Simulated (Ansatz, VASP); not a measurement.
**MoN2: VASP beside Ansatz**

Contents of INCAR:

```
  PREC = Accurate
  ENCUT = 520
  EDIFF = 1E-6
  ISMEAR = 0
  SIGMA = 0.15
  LREAL = F
  LASPH = T
  NELM = 100
  ALGO = Normal
  ISIF = 2
  LWAVE = F
  LCHARG = F
  GGA = PE
  NBANDS = 33
```

The input KPOINTS:

```
regular mesh
0
Gamma
  12 12 18
```

POSCAR

```
MoN2
1.0
    4.9015596748      0.0000000000      0.0000000000
    0.0000000000      3.7645642198      0.0000000000
    0.0000000000      0.0000000000      2.7518917152
Mo N
2 4
Direct
    0.5000000000      0.5000000000      0.0000000000
    0.0000000000      0.0000000000      0.0000000000
    0.8879039728      0.3879039728      0.5000000000
    0.1120960272      0.6120960272      0.5000000000
    0.3879039728      0.1120960272      0.5000000000
    0.6120960272      0.8879039728      0.5000000000
```

Input for Ansatz:

```yaml
crystal:
  lattice:
    - [4.9015596748, 0.0, 0.0]
    - [0.0, 3.7645642198, 0.0]
    - [0.0, 0.0, 2.7518917152]
  atoms:
    - { symbol: Mo, position: [0.5, 0.5, 0.0] }
    - { symbol: Mo, position: [0.0, 0.0, 0.0] }
    - { symbol: "N", position: [0.8879039728, 0.3879039728, 0.5] }
    - { symbol: "N", position: [0.1120960272, 0.6120960272, 0.5] }
    - { symbol: "N", position: [0.3879039728, 0.1120960272, 0.5] }
    - { symbol: "N", position: [0.6120960272, 0.8879039728, 0.5] }
basis:
  ecutwfc: 420
kpoints:
  mp_grid: { grid: [12, 12, 18] }
hamiltonian:
  xc: pbe
scf:
  occupations: { method: gaussian, width: 0.15 }
output:
  forces: true
  stress: true
  eigenvalues: true
```

Change from the starting cell: strain +0.1312 x Voigt [1, -1, 0, 0, 0, 0], atoms carried along.

Alike in both runs: task single point; functional PBE; k mesh 12 × 12 × 18; occupations gaussian, width 0.15 eV; no spin polarisation.

|  | VASP | Ansatz |
| --- | --- | --- |
| version | VASP 6.6.1 | Ansatz 0.2.0 |
| potentials or method | VASP PAW PBE potentials, release 64 (Mo_sv, N), cutoff 520 eV | scalar-relativistic, plane waves, PAW |
| valence electrons in the cell | 48 | 48 |

|  | VASP | Ansatz | Ansatz less VASP |
| --- | --- | --- | --- |
| gap on the k mesh at the Fermi level (eV) | none | none | - |
| pressure (GPa) | 23.4 | 22.7 | -0.64 |
| traceless stress, the component that is largest in VASP (GPa) | 60.27 | 60.06 | -0.210 |
| rms of the force components (eV/Å) | 0.580 | 0.613 | +0.0332 |

Atom by atom the forces differ by 0.043 eV/Å (rms over components). A gap of «none» marks a metal or a gap that the smearing closes. With one functional, cell and mesh, what is left measures potentials, basis and numerics.
